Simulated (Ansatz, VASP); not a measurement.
Two plane-wave programs on CsAs3

Contents of INCAR:

```
PREC = Accurate ; ENCUT = 520
EDIFF = 1E-6 ; ISMEAR = 0
SIGMA = 0.1 ; LREAL = False
LASPH = True ; NELM = 100
ALGO = Fast ; ISIF = 2
LWAVE = False ; LCHARG = True
GGA = PE ; LELF = True
LVHAR = True ; NBANDS = 20
```

The input KPOINTS:

```
regular mesh
0
Gamma
  3 3 3
```

The input POSCAR:

```
CsAs3
1.0
    3.2599218200      1.8821167400      7.6050646700
   -3.2599218200      1.8821167400      7.6050646700
    0.0000000000     -3.7642334800      7.6050646700
Cs As
1 3
Direct
    0.5000000000      0.5000000000      0.5000000000
    0.8462206200      0.8462206200      0.8462206200
    0.1537793800      0.1537793800      0.1537793800
    0.0000000000      0.0000000000      0.0000000000
```

Input for Ansatz:

```yaml
crystal:
  lattice:
    - [3.25992182, 1.88211674, 7.60506467]
    - [-3.25992182, 1.88211674, 7.60506467]
    - [0.0, -3.76423348, 7.60506467]
  atoms:
    - { symbol: Cs, position: [0.5, 0.5, 0.5] }
    - { symbol: As, position: [0.84622062, 0.84622062, 0.84622062] }
    - { symbol: As, position: [0.15377938, 0.15377938, 0.15377938] }
    - { symbol: As, position: [0.0, 0.0, 0.0] }
basis:
  ecutwfc: 420
kpoints:
  mp_grid: { grid: [3, 3, 3] }
hamiltonian:
  xc: pbe
scf:
  occupations: { method: gaussian, width: 0.1 }
  lower_state_search: "off"
output:
  forces: true
  stress: true
  eigenvalues: true
```

Alike in both runs: task single point; functional PBE; k mesh 3 × 3 × 3; occupations gaussian, width 0.1 eV; no spin polarisation.

|  | VASP | Ansatz |
| --- | --- | --- |
| version | VASP 6.6.1 | Ansatz 0.2.0 |
| potentials or method | VASP PAW PBE potentials, release 64 (Cs_sv, As), cutoff 520 eV | scalar-relativistic, plane waves, PAW |
| valence electrons in the cell | 24 | 54 |

|  | VASP | Ansatz | Ansatz less VASP |
| --- | --- | --- | --- |
| gap on the k mesh at the Fermi level (eV) | none | none | - |
| pressure (GPa) | -3.1 | -3.1 | -0.01 |
| traceless stress, the component that is largest in VASP (GPa) | -2.25 | -2.25 | +0.002 |
| rms of the force components (eV/Å) | 0.426 | 0.426 | -0.0001 |

Atom by atom the forces differ by 0.000 eV/Å (rms over components). A gap of «none» marks a metal or a gap that the smearing closes. VASP's potentials hold 24 valence electrons a cell and Ansatz's 54, so a difference there can come from the potentials and not from the codes.

The k mesh is coarse, so the values compare programs but aren't converged. Neither program's run includes spin-orbit coupling.
